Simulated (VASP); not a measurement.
# In26GaP27 (a cell with a defect) in VASP: single point with PBE

Aim: the single point of In26GaP27 (a cell with a defect) with PBE.

Program: VASP 6.6.1. These are calculated values, not measurements. Logs are shortened: lines on timing, memory, paths and dates and some standing lists are left out, and cuts for length are marked.

**1. The cell of the first run**

The cell holds a defect, 54 atoms: a = 12.433 Å, b = 12.433 Å, c = 12.433 Å, α = 60.00°, β = 60.00°, γ = 60.00°.

**2. Single point, PBE, collinear spin**

INCAR

```
PREC     = Accurate       # precision mode
ENCUT    = 400            # plane-wave cutoff, eV
EDIFF    = 1E-6           # SCF threshold, eV
ISMEAR   = 0              # smearing method
SIGMA    = 0.05           # smearing width, eV
LREAL    = Auto         
LASPH    = T              # aspherical terms in the spheres
NELM     = 200            # most SCF steps
ALGO     = Normal         # electronic algorithm
ISIF     = 2              # what is computed and relaxed
LWAVE    = F              # write WAVECAR
LCHARG   = F              # write CHGCAR
ISPIN    = 2              # spin polarisation
MAGMOM   = 0.2 0 0 0 0 0 0 0 0 0 0 0 0 0 0 0 0 0 0 0 0 0 0 0 0 0 0 0.2 0 0.2 0 0 0 0.2 0 0 0 0 0 0 0 0 0 0 0 0.2 0 0 0 0 0 0 0 0 # initial moments
LORBIT   = 11             # projections on sites
GGA      = PE             # functional
NBANDS   = 280            # bands
GGA_COMPAT= F
```

KPOINTS

```
regular mesh
0
Gamma
  1 1 1
```

POSCAR

```
In26GaP27
1.0
    0.0000000000      8.7915000000      8.7915000000
    8.7915000000      0.0000000000      8.7915000000
    8.7915000000      8.7915000000      0.0000000000
Ga In P
1 26 27
Direct
   -0.0004298679      0.0000229112     -0.0000144586
    0.0002058200     -0.0001782886      0.3307676468
    0.0000134065      0.0000346600      0.6690045933
    0.0001605361      0.3307336472     -0.0000811550
    0.0005228352      0.3331920372      0.3330113939
    0.0002478623      0.3305212309      0.6688582455
    0.0000131750      0.6691204224      0.0000798254
    0.0003326277      0.6687877441      0.3304986810
   -0.0001261593      0.6666787494      0.6667596702
    0.3306792000     -0.0000087573      0.0001150857
    0.3330650671      0.0003690768      0.3332818349
    0.3308450094     -0.0000526989      0.6691813343
    0.3329500881      0.3333509039      0.0004275238
    0.3330848046      0.3332105440      0.3331646021
    0.3335401051      0.3334068536      0.6664358549
    0.3307254738      0.6689569666      0.0001713342
    0.3334906294      0.6663617713      0.3334374235
    0.3334672004      0.6664073146      0.6665135234
    0.6690298860     -0.0001308958     -0.0001068039
    0.6692535844     -0.0003280053      0.3310040130
    0.6666715369     -0.0003013418      0.6666360545
    0.6691397303      0.3308812382     -0.0002006186
    0.6665639954      0.3334172677      0.3334859069
    0.6665667179      0.3334293661      0.6663714552
    0.6666818996      0.6665861899     -0.0002202876
    0.6665794064      0.6662984693      0.3334623994
    0.6664696667      0.6668100866      0.6667331548
    0.0783683142      0.0786199322      0.0785487629
    0.0828393952      0.0829269494      0.4170258114
    0.0787700036      0.0783222489      0.7640684931
    0.0828005574      0.4171157285      0.0828436893
    0.0829560117      0.4169118397      0.4170031465
    0.0834832924      0.4166514627      0.7496961744
    0.0786992536      0.7640244915      0.0783880396
    0.0834338183      0.7495854597      0.4168454306
    0.0835194781      0.7499198625      0.7499185220
    0.4170235079      0.0829711460      0.0829207745
    0.4171520840      0.0828909408      0.4169740264
    0.4167446419      0.0834361522      0.7499443366
    0.4171725397      0.4168764809      0.0829192745
    0.4166329104      0.4164995070      0.4165460871
    0.4166530690      0.4164808853      0.7501838950
    0.4168425747      0.7497619265      0.0834396215
    0.4166037451      0.7500994297      0.4165365983
    0.4164440571      0.7498231570      0.7500612296
    0.7642403474      0.0784651208      0.0786372987
    0.7500737021      0.0834440520      0.4165072658
    0.7497969918      0.0834173240      0.7497202646
    0.7499916060      0.4164332369      0.0834897591
    0.7503341718      0.4164661141      0.4165492941
    0.7500040060      0.4168275257      0.7496017905
    0.7497999271      0.7497414663      0.0834754028
    0.7501305096      0.7495061414      0.4167282292
    0.7500374713      0.7498500535      0.7499407453
```

Potentials or basis: VASP PAW PBE potentials, release 64 (Ga_d, In_d, P).

On the command line:

```
$ cat potpaw_PBE.64/Ga_d/POTCAR potpaw_PBE.64/In_d/POTCAR potpaw_PBE.64/P/POTCAR > POTCAR
$ mpirun -np 1 vasp_gam > vasp.out
```

OUTCAR:

```text
PREC = Accurate
   ENCUT = 400
   EDIFF = 1E-6
   ISMEAR = 0
   LREAL = Auto
   LASPH = T
   NELM = 200
   ISIF = 2
   ISPIN = 2
   LORBIT = 11
   GGA = PE

 ion  position               nearest neighbor table
   1  1.000  0.000  1.000-  46 2.39  30 2.39  28 2.40  34 2.40
   2  0.000  1.000  0.331-  47 2.54  35 2.54  29 2.56  28 2.56
   3  0.000  0.000  0.669-  36 2.54  48 2.54  29 2.56  30 2.56
   4  0.000  0.331  1.000-  49 2.54  33 2.54  31 2.56  28 2.56
   5  0.001  0.333  0.333-  32 2.54  31 2.54  50 2.54  29 2.54
   6  0.000  0.331  0.669-  33 2.54  51 2.54  32 2.56  30 2.56
[... 46 lines left out ...]
  53  0.750  0.750  0.417-  27 2.54  26 2.54  20 2.54   8 2.54
  54  0.750  0.750  0.750-  27 2.54   9 2.54  25 2.54  21 2.54

  LATTYP: Found a face centered cubic cell.
 ALAT       =    17.5830000000

  Lattice vectors:

 A1 = (   0.0000000000,   8.7915000000,   8.7915000000)
 A2 = (   8.7915000000,   0.0000000000,   8.7915000000)
 A3 = (   8.7915000000,   8.7915000000,   0.0000000000)

Analysis of symmetry for initial positions (statically):
=====================================================================
 Subroutine PRICEL returns:
 Original cell was already a primitive cell.

 Routine SETGRP: Setting up the symmetry group for a
 face centered cubic supercell.

 Subroutine GETGRP returns: Found  1 space group operations
 (whereof  1 operations were pure point group operations)
 out of a pool of 48 trial point group operations.

The static configuration has the point symmetry C_1 .

Analysis of symmetry for dynamics (positions and initial velocities):
=====================================================================
 Subroutine PRICEL returns:
 Original cell was already a primitive cell.

 Routine SETGRP: Setting up the symmetry group for a
 face centered cubic supercell.

 Subroutine GETGRP returns: Found  1 space group operations
 (whereof  1 operations were pure point group operations)
 out of a pool of 48 trial point group operations.

The dynamic configuration has the point symmetry C_1 .

Analysis of structural, dynamic, and magnetic symmetry:
=====================================================================
 Subroutine PRICEL returns:
 Original cell was already a primitive cell.

 Routine SETGRP: Setting up the symmetry group for a
 face centered cubic supercell.

 Subroutine GETGRP returns: Found  1 space group operations
 (whereof  1 operations were pure point group operations)
 out of a pool of 48 trial point group operations.

The overall configuration has the point symmetry C_1 .

 Subroutine INISYM returns: Found  1 space group operations
 (whereof  1 operations are pure point group operations),
 and found     1 'primitive' translations

----------------------------------------------------------------------------------------

                                     Primitive cell

  volume of cell :    1358.9984

  direct lattice vectors                    reciprocal lattice vectors
     0.000000000  8.791500000  8.791500000    -0.056873116  0.056873116  0.056873116
     8.791500000  0.000000000  8.791500000     0.056873116 -0.056873116  0.056873116
     8.791500000  8.791500000  0.000000000     0.056873116  0.056873116 -0.056873116

  length of vectors
    12.433058534 12.433058534 12.433058534     0.098507127  0.098507127  0.098507127

  position of ions in fractional coordinates (direct lattice)
     0.999570132  0.000022911  0.999985541
     0.000205820  0.999821711  0.330767647
     0.000013407  0.000034660  0.669004593
     0.000160536  0.330733647  0.999918845
     0.000522835  0.333192037  0.333011394
     0.000247862  0.330521231  0.668858245
[... 46 lines left out ...]
     0.750130510  0.749506141  0.416728229
[... 100 lines left out ...]
   ISPIN  =      2    spin polarized calculation?
   LNONCOLLINEAR =      F non collinear calculations
   LSORBIT =      F    spin-orbit coupling
   LASPH  =      T    aspherical Exc in radial PAW
   ENCUT  =  400.0 eV  29.40 Ry    5.42 a.u.  20.28 20.28 20.28*2*pi/ulx,y,z
   NELM   =    200;   NELMIN=  2; NELMDL= -5     # of ELM steps
   EDIFF  = 0.1E-05   stopping-criterion for ELM
   LREAL  =      T    real-space projection
   EDIFFG = 0.1E-04   stopping-criterion for IOM
   NSW    =      0    number of steps for IOM
   IBRION =     -1    ionic relax: 0-MD 1-quasi-New 2-CG
   NFREE  =      0    steps in history (QN), initial steepest desc. (CG)
   ISIF   =      2    stress and relaxation
   ISYM   =      2    0-nonsym 1-usesym 2-fastsym
   POTIM  = 0.5000    time-step for ionic-motion
   TEBEG  =    0.0;   TEEND  =   0.0 temperature during run
   PSTRESS=    0.0 pullay stress
   NELECT =     486.0000    total number of electrons
   NUPDOWN=      -1.0000    fix difference up-down
   EMIN   =  10.00;   EMAX   =-10.00  energy-range for DOS
   EFERMI =   0.00;   METHOD = LEGACY
   ISMEAR =     0;   SIGMA  =   0.05  broadening in eV -4-tet -1-fermi 0-gaus
   EFERMI_NEDOS =   21; number of points for ismear=-14 and -15
   IALGO  =     38    algorithm
   IMIX   =      4    mixing-type and parameters
     AMIX     =   0.40;   BMIX     =  1.00
     AMIX_MAG =   1.60;   BMIX_MAG =  1.00
  volume/ion in A,a.u.               =      25.17       169.83
  Fermi-wavevector in a.u.,A,eV,Ry     =   1.162021  2.195901 18.371846  1.350293
  Thomas-Fermi vector in A             =   2.298587
   LORBIT       =     11    0 simple, 1 ext, 2 COOP (PROOUT), +10 PAW based schemes
   GGA     = PE    functional components
   LHFCALC =     F    Hartree Fock is set to
   AEXX    =    0.0000 exact exchange contribution
   IVDW    =     0    specifies the selected vdW correction
   LEPSILON=     F    determine dielectric tensor
   LRPA    =     F    only Hartree local field effects (RPA)
 spin polarized calculation
 Gauss-broadening in eV      SIGMA  =   0.05
  energy-cutoff  :      400.00
  volume of cell :     1359.00
 maximum number of plane-waves:     12347
 NGX is ok and might be reduce to    84
   NGX = 41   NGY = 41   NGZ = 41

 number of electron     485.9999863 magnetization      -0.0004579

 number of electron     485.9999863 magnetization       0.0001057

 Free energy of the ion-electron system (eV)
  ---------------------------------------------------
  ext. energy  EPLUGINS =         0.00000000
  ---------------------------------------------------
  free energy    TOTEN  =      -216.31784692 eV

  energy without entropy =     -216.31784692  energy(sigma->0) =     -216.31784692

 E-fermi :   5.4992     XC(G=0):  -9.2108

 val. band max:        5.2195051705   @ k =   0.0000   0.0000   0.0000
 cond. band min:       5.8629887543   @ k =   0.0000   0.0000   0.0000
 fundamental gap:      0.6434835838
 Fermi energy:         5.4991588312

 spin component 1

 k-point     1 :       0.0000    0.0000    0.0000
  band No.  band energies     occupation
      1      -9.4643      1.00000
      2      -9.4640      1.00000
      3      -9.4637      1.00000
      4      -9.3754      1.00000
      5      -9.3751      1.00000
      6      -9.2305      1.00000
[... 247 lines left out ...]
    254       7.1950      0.00000
    255       7.1959      0.00000
 Fermi energy:         5.4991588312

 spin component 2

 k-point     1 :       0.0000    0.0000    0.0000
  band No.  band energies     occupation
      1      -9.4644      1.00000
      2      -9.4640      1.00000
      3      -9.4638      1.00000
      4      -9.3754      1.00000
      5      -9.3752      1.00000
      6      -9.2305      1.00000
[... 247 lines left out ...]
    254       7.1950      0.00000
    255       7.1959      0.00000
 [bands above 255 left out]

------------------------ aborting loop because EDIFF is reached ----------------------------------------

  FORCE on cell =-STRESS in cart. coord.  units (eV):
  Direction    XX          YY          ZZ          XY          YZ          ZX
  --------------------------------------------------------------------------------------
  -------------------------------------------------------------------------------------
  Total       29.7960751     29.7785869     29.7827519     -0.0155496      0.0452800     -0.0312358
  in kB       35.1277801     35.1071626     35.1120728     -0.0183320      0.0533824     -0.0368252
  external PRESSURE =      35.1156718 kB  Pullay stress =       0.0000000 kB

 VOLUME and BASIS-vectors are now :
 -----------------------------------------------------------------------------
  energy-cutoff  :      400.00
  volume of cell :     1359.00
      direct lattice vectors                 reciprocal lattice vectors
     0.000000000  8.791500000  8.791500000    -0.056873116  0.056873116  0.056873116
     8.791500000  0.000000000  8.791500000     0.056873116 -0.056873116  0.056873116
     8.791500000  8.791500000  0.000000000     0.056873116  0.056873116 -0.056873116

 POSITION                                       TOTAL-FORCE (eV/Angst)
 -----------------------------------------------------------------------------------
      8.79157     17.57909      8.78792        -0.012207      0.018935      0.018372
     11.69788      2.90975      8.79174        -0.007839     -0.006008      0.006694
      5.88186      5.88167      0.00042         0.004641     -0.001168      0.005067
     11.69843      8.79220      2.90906        -0.007146     -0.000832     -0.006388
      5.85693      2.93227      2.93385        -0.009486      0.004538     -0.005199
      8.78604      5.88245      2.90796         0.008159      0.008222     -0.011096
[... 46 lines left out ...]
     10.25295     10.25844     13.18406         0.003864     -0.008225      0.010713
     13.18541     13.18706     13.18626         0.005611     -0.002009      0.000595
 -----------------------------------------------------------------------------------
    total drift:                               -0.001661     -0.004106     -0.003247

  FREE ENERGIE OF THE ION-ELECTRON SYSTEM (eV)
  ---------------------------------------------------
  free  energy   TOTEN  =      -216.3178469160 eV

  energy  without entropy=     -216.3178469160  energy(sigma->0) =     -216.31784692

 total charge

# of ion       s       p       d       tot
------------------------------------------
    1        0.824   0.800  10.013  11.637
    2        0.797   0.770   9.903  11.469
    3        0.797   0.770   9.903  11.470
    4        0.797   0.770   9.903  11.470
    5        0.798   0.783   9.905  11.486
    6        0.797   0.770   9.903  11.470
[... 46 lines left out ...]
   53        1.001   1.547   0.000   2.548
   54        1.000   1.549   0.000   2.549
--------------------------------------------------
tot         48.565  62.701 267.517 378.784

 magnetization (x)

# of ion       s       p       d       tot
------------------------------------------
    1       -0.000   0.000  -0.000  -0.000
    2       -0.000  -0.000  -0.000  -0.000
    3       -0.000   0.000  -0.000  -0.000
    4       -0.000  -0.000  -0.000  -0.000
    5        0.000  -0.000  -0.000   0.000
    6       -0.000  -0.000  -0.000  -0.000
[... 46 lines left out ...]
   53       -0.000  -0.000   0.000  -0.000
   54       -0.000  -0.000   0.000  -0.000
--------------------------------------------------
tot         -0.000  -0.000  -0.000  -0.000
```

Wall time 23 min (1 thread of AMD EPYC 7R43 (Zen 3), shared host); peak memory 1.5 GiB.

Results:

| Quantity | Value |
| --- | --- |
| Free energy | -216.3178 eV |
| Pressure | 3.5 GPa |
| Largest force | 0.056 eV/Å |
| Band gap on the k mesh | 0.64 eV |
| Net moment | 0.00 μB per cell |
| Valence electrons inside the program's atomic spheres | Ga 11.64; In 11.47, 11.49, 11.48 (each value once); P 2.53, 2.54, 2.55 (each value once) |

Forces on the atoms (eV/Å):
```
Ga  -0.012  0.019  0.018
In  -0.008 -0.006  0.007
In   0.005 -0.001  0.005
In  -0.007 -0.001 -0.006
In  -0.009  0.005 -0.005
In   0.008  0.008 -0.011
In  -0.006 -0.004 -0.008
In   0.011 -0.003  0.004
In  -0.004  0.008 -0.001
In   0.016 -0.002 -0.004
In  -0.003 -0.002  0.012
In  -0.007 -0.015  0.008
In  -0.010  0.015 -0.004
In  -0.017  0.008 -0.002
In   0.006 -0.003  0.001
In  -0.005  0.007 -0.004
In   0.007  0.002  0.001
In  -0.011 -0.003  0.002
In   0.025  0.014  0.017
In  -0.009 -0.022  0.007
In  -0.006 -0.007  0.010
In  -0.017  0.013 -0.014
In  -0.003 -0.004 -0.002
In   0.008  0.006 -0.002
In  -0.010  0.015 -0.005
In   0.010 -0.006 -0.001
In  -0.009 -0.003 -0.004
P   -0.003  0.023  0.012
P   -0.003  0.001 -0.009
P    0.007 -0.017  0.007
P    0.001 -0.012  0.004
P    0.005 -0.001  0.004
P    0.001  0.008 -0.008
P    0.013  0.012 -0.005
P   -0.007 -0.017  0.014
P    0.002 -0.006 -0.010
P   -0.008 -0.007 -0.008
P    0.005  0.020 -0.007
P   -0.002 -0.004 -0.014
P    0.009 -0.009  0.013
P   -0.003  0.002  0.000
P    0.004 -0.003 -0.001
P    0.009 -0.021 -0.009
P    0.004  0.002  0.000
P    0.001  0.006  0.012
P    0.016 -0.041 -0.034
P    0.002  0.009 -0.013
P    0.004  0.019  0.007
P    0.004 -0.008  0.012
P   -0.004 -0.003  0.000
P   -0.005  0.015 -0.011
P   -0.002  0.005  0.014
P    0.004 -0.008  0.011
P    0.006 -0.002  0.001
```

Levels at points of the mesh, in eV from the valence-band top:
Spin up:
```
           k point  band 239  band 240  band 241  band 242  band 243  band 244  band 245  band 246  band 247  band 248
(0.00, 0.00, 0.00)     -0.74     -0.74      0.00      0.00      0.00      0.64      1.43      1.55      1.55      1.55
```
Spin down:
```csv
k point,band 240,band 241,band 242,band 243,band 244,band 245,band 246,band 247
"(0.00, 0.00, 0.00)",-0.74,0.00,0.00,0.00,0.64,1.43,1.55,1.55
```

Caveat: the k points lie up to 0.62 Å⁻¹ apart; spin-orbit coupling is left out, which moves the levels of the heavy elements.
